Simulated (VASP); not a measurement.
# SbC3 (R-3m) in VASP: single point with PBE

Aim: the single point of SbC3 with PBE.

Everything below comes from runs of VASP 6.6.1. Logs are shortened: lines on timing, memory, paths and dates and some standing lists are left out, and cuts for length are marked.

### Step 1. The cell of the first run

The structure is trigonal, space group R-3m (No. 166). The conventional cell has a = 4.120 Å, b = 4.120 Å, c = 13.456 Å, α = 90.00°, β = 90.00°, γ = 120.00°. Within 2.7 Å of Sb (site symmetry -3m) lie 6 C at 2.06 Å. C (site symmetry 2/m) has 2 Sb at 2.06 Å and 4 C at 2.06 Å within 2.7 Å.

The cell was built from a structure type or drawn by symmetry, and may not be a known phase.

### Step 2. Single point, PBE

Input file INCAR:

```
SYSTEM = SbC3
PREC = Accurate
ENCUT = 520
EDIFF = 1E-7
ISMEAR = 0
SIGMA = 0.1
LREAL = .False.
LASPH = .True.
NELM = 80
ALGO = Normal
ISIF = 2
LWAVE = .False.
LCHARG = .False.
GGA = PE
NBANDS = 16
```

Input file KPOINTS:

```
regular mesh
0
Gamma
  6 6 6
  0 0 0
```

Input file POSCAR:

```
SbC3
1.0
    2.0601378900      1.1894211700      4.4853354700
   -2.0601378900      1.1894211700      4.4853354700
    0.0000000000     -2.3788423300      4.4853354700
Sb C
1 3
Direct
    0.0000000000      0.0000000000      0.0000000000
    0.5000000000      0.5000000000      0.0000000000
    0.0000000000      0.5000000000      0.5000000000
    0.5000000000      0.0000000000      0.5000000000
```

Potentials or basis: VASP PAW PBE potentials, release 64 (Sb, C).

The run is started by

```
> cat potpaw_PBE.64/Sb/POTCAR potpaw_PBE.64/C/POTCAR > POTCAR
> mpirun -np 1 vasp_std > vasp.out
```

OUTCAR:

```text
SYSTEM = SbC3
   PREC = Accurate
   ENCUT = 520
   EDIFF = 1E-7
   ISMEAR = 0
   LREAL = .False.
   LASPH = .True.
   NELM = 80
   ISIF = 2
   GGA = PE

 ion  position               nearest neighbor table
   1  0.000  0.000  0.000-   2 2.06   2 2.06   3 2.06   3 2.06   4 2.06   4 2.06
   2  0.500  0.500  0.000-   1 2.06   1 2.06   3 2.06   4 2.06   4 2.06   3 2.06
   3  0.000  0.500  0.500-   4 2.06   4 2.06   1 2.06   1 2.06   2 2.06   2 2.06
   4  0.500  0.000  0.500-   3 2.06   3 2.06   2 2.06   1 2.06   1 2.06   2 2.06

  LATTYP: Found a trigonal (rhomboedric) cell.
 ALAT       =     5.0771177969
 COS(alpha) =     0.6707027557

  Lattice vectors:

 A1 = (   2.0601378900,   1.1894211700,   4.4853354700)
 A2 = (  -2.0601378900,   1.1894211700,   4.4853354700)
 A3 = (   0.0000000000,  -2.3788423300,   4.4853354700)

Analysis of symmetry for initial positions (statically):
=====================================================================
 Subroutine PRICEL returns:
 Original cell was already a primitive cell.

 Routine SETGRP: Setting up the symmetry group for a
 trigonal (rhombohedral) supercell.

 Subroutine GETGRP returns: Found 12 space group operations
 (whereof 12 operations were pure point group operations)
 out of a pool of 12 trial point group operations.

The static configuration has the point symmetry D_3d.

Analysis of symmetry for dynamics (positions and initial velocities):
=====================================================================
 Subroutine PRICEL returns:
 Original cell was already a primitive cell.

 Routine SETGRP: Setting up the symmetry group for a
 trigonal (rhombohedral) supercell.

 Subroutine GETGRP returns: Found 12 space group operations
 (whereof 12 operations were pure point group operations)
 out of a pool of 12 trial point group operations.

The dynamic configuration has the point symmetry D_3d.

 Subroutine INISYM returns: Found 12 space group operations
 (whereof 12 operations are pure point group operations),
 and found     1 'primitive' translations

----------------------------------------------------------------------------------------

                                     Primitive cell

  volume of cell :      65.9444

  direct lattice vectors                    reciprocal lattice vectors
     2.060137890  1.189421170  4.485335470     0.242702201  0.140124181  0.074316255
    -2.060137890  1.189421170  4.485335470    -0.242702201  0.140124181  0.074316255
     0.000000000 -2.378842330  4.485335470     0.000000000 -0.280248362  0.074316255
[... 92 lines left out ...]
   IBRION =     -1    ionic relax: 0-MD 1-quasi-New 2-CG
   NFREE  =      0    steps in history (QN), initial steepest desc. (CG)
   ISIF   =      2    stress and relaxation
   ISYM   =      2    0-nonsym 1-usesym 2-fastsym
   POTIM  = 0.5000    time-step for ionic-motion
   TEBEG  =    0.0;   TEEND  =   0.0 temperature during run
   PSTRESS=    0.0 pullay stress
   NELECT =      17.0000    total number of electrons
   NUPDOWN=      -1.0000    fix difference up-down
   EMIN   =  10.00;   EMAX   =-10.00  energy-range for DOS
   EFERMI =   0.00;   METHOD = LEGACY
   ISMEAR =     0;   SIGMA  =   0.10  broadening in eV -4-tet -1-fermi 0-gaus
   EFERMI_NEDOS =   21; number of points for ismear=-14 and -15
   IALGO  =     38    algorithm
   IMIX   =      4    mixing-type and parameters
     AMIX     =   0.40;   BMIX     =  1.00
     AMIX_MAG =   1.60;   BMIX_MAG =  1.00
  volume/ion in A,a.u.               =      16.49       111.25
  Fermi-wavevector in a.u.,A,eV,Ry     =   1.041914  1.968931 14.770270  1.085584
  Thomas-Fermi vector in A             =   2.176556
   LORBIT       =      0    0 simple, 1 ext, 2 COOP (PROOUT), +10 PAW based schemes
   GGA     = PE    functional components
   LHFCALC =     F    Hartree Fock is set to
   AEXX    =    0.0000 exact exchange contribution
   IVDW    =     0    specifies the selected vdW correction
   LEPSILON=     F    determine dielectric tensor
   LRPA    =     F    only Hartree local field effects (RPA)
 non-spin polarized calculation
 Gauss-broadening in eV      SIGMA  =   0.10
  energy-cutoff  :      520.00
  volume of cell :       65.94
 maximum number of plane-waves:      1798
 NGX is ok and might be reduce to    40
   NGX = 19   NGY = 19   NGZ = 19

 number of electron      17.0000000 magnetization

 Free energy of the ion-electron system (eV)
  ---------------------------------------------------
  ext. energy  EPLUGINS =         0.00000000
  ---------------------------------------------------
  free energy    TOTEN  =       -16.00035980 eV

  energy without entropy =      -15.99281418  energy(sigma->0) =      -15.99658699

 E-fermi :   4.6031     XC(G=0):  -8.8970

 val. band max:        4.5166723991   @ k =   0.3333   0.1667   0.0000
 cond. band min:       4.6331786698   @ k =   0.5000   0.3333   0.1667
 fundamental gap:      0.1165062707
 Fermi energy:         4.6031001113

 k-point     1 :       0.0000    0.0000    0.0000
  band No.  band energies     occupation
      1     -12.7904      2.00000
      2      -3.7953      2.00000
      3      -3.7953      2.00000
      4      -2.8066      2.00000
      5      -2.4881      2.00000
      6      -2.4881      2.00000
[... 433 lines left out ...]
      3      -7.4162      2.00000
      4      -2.2629      2.00000
      5       0.3656      2.00000
      6       0.8383      2.00000
[... 8 lines left out ...]
     15      12.0050      0.00000
     16      12.6937      0.00000

 [... further k-points ...]

------------------------ aborting loop because EDIFF is reached ----------------------------------------

  FORCE on cell =-STRESS in cart. coord.  units (eV):
  Direction    XX          YY          ZZ          XY          YZ          ZX
  --------------------------------------------------------------------------------------
  -------------------------------------------------------------------------------------
  Total       15.3960302     15.3960302     -0.1964515      0.0000000     -0.0000000      0.0000000
  in kB      374.0599428    374.0599436     -4.7729600      0.0000000     -0.0000000      0.0000000
  external PRESSURE =     247.7823088 kB  Pullay stress =       0.0000000 kB

 VOLUME and BASIS-vectors are now :
 -----------------------------------------------------------------------------
  energy-cutoff  :      520.00
  volume of cell :       65.94
      direct lattice vectors                 reciprocal lattice vectors
     2.060137890  1.189421170  4.485335470     0.242702201  0.140124181  0.074316255
    -2.060137890  1.189421170  4.485335470    -0.242702201  0.140124181  0.074316255
     0.000000000 -2.378842330  4.485335470     0.000000000 -0.280248362  0.074316255

 POSITION                                       TOTAL-FORCE (eV/Angst)
 -----------------------------------------------------------------------------------
      0.00000      0.00000      0.00000         0.000000     -0.000000     -0.000000
      0.00000      1.18942      4.48534         0.000000     -0.000000      0.000000
     -1.03007     -0.59471      4.48534        -0.000000      0.000000     -0.000000
      1.03007     -0.59471      4.48534         0.000000      0.000000     -0.000000
 -----------------------------------------------------------------------------------
    total drift:                               -0.000000      0.000000     -0.000000

  FREE ENERGIE OF THE ION-ELECTRON SYSTEM (eV)
  ---------------------------------------------------
  free  energy   TOTEN  =       -16.0003597993 eV

  energy  without entropy=      -15.9928141842  energy(sigma->0) =      -15.99658699
```

OSZICAR:

```text
N       E                     dE             d eps       ncg     rms          rms(c)
DAV:   1     0.732098645821E+02    0.73210E+02   -0.65476E+03  1024   0.853E+02
DAV:   2    -0.117930392644E+02   -0.85003E+02   -0.77017E+02  1424   0.175E+02
DAV:   3    -0.174081725695E+02   -0.56151E+01   -0.55037E+01  1376   0.461E+01
DAV:   4    -0.174950283878E+02   -0.86856E-01   -0.86741E-01  1168   0.687E+00
DAV:   5    -0.174969473565E+02   -0.19190E-02   -0.19189E-02  1392   0.957E-01    0.963E+00
DAV:   6    -0.160856509687E+02    0.14113E+01   -0.26794E+00  1136   0.805E+00    0.534E+00
DAV:   7    -0.160115120307E+02    0.74139E-01   -0.39613E-01  1296   0.328E+00    0.166E+00
DAV:   8    -0.160002480176E+02    0.11264E-01   -0.16552E-02  1120   0.845E-01    0.565E-01
DAV:   9    -0.159999364861E+02    0.31153E-03   -0.44441E-03  1240   0.415E-01    0.690E-02
DAV:  10    -0.160001969634E+02   -0.26048E-03   -0.37256E-04  1176   0.117E-01    0.394E-02
DAV:  11    -0.160003578486E+02   -0.16089E-03   -0.15367E-04  1200   0.752E-02    0.176E-02
DAV:  12    -0.160003579395E+02   -0.90938E-07   -0.12185E-05  1312   0.206E-02    0.458E-03
DAV:  13    -0.160003597742E+02   -0.18347E-05   -0.38050E-06  1208   0.123E-02    0.104E-03
DAV:  14    -0.160003597993E+02   -0.25103E-07   -0.28483E-07  1408   0.321E-03
   1 F= -.16000360E+02 E0= -.15996587E+02  d E =-.754562E-02
```

It took 68 s on 1 thread of AMD EPYC 7R43 (Zen 3), shared host; peak memory 0.2 GiB.

Results:

```
Free energy            : -16.0004 eV
Pressure               : 24.8 GPa
Band gap on the k mesh : zero (an odd number of electrons rules out a gap without spin polarisation)
```

Levels at points of the mesh, in eV from the Fermi level:
| k point | band 4 | band 5 | band 6 | band 7 | band 8 | band 9 | band 10 | band 11 | band 12 | band 13 |
| --- | --- | --- | --- | --- | --- | --- | --- | --- | --- | --- |
| (0.00, 0.00, 0.00) | -7.41 | -7.09 | -7.09 | -5.74 | -3.31 | 0.78 | 0.78 | 2.66 | 3.00 | 3.52 |
| (0.50, 0.00, 0.00) | -8.93 | -3.30 | -3.10 | -1.68 | -0.80 | 0.27 | 0.43 | 0.60 | 1.63 | 3.19 |
| (0.50, 0.50, 0.00) | -8.96 | -3.67 | -3.35 | -1.68 | -0.80 | 0.27 | 0.61 | 0.71 | 2.04 | 3.65 |
| (0.50, 0.50, 0.50) | -7.42 | -7.11 | -7.11 | -6.45 | -3.26 | 0.88 | 0.88 | 3.01 | 3.09 | 6.96 |

Caveat: the cell stands under pressure; spin-orbit coupling is left out, which moves the levels of the heavy elements.
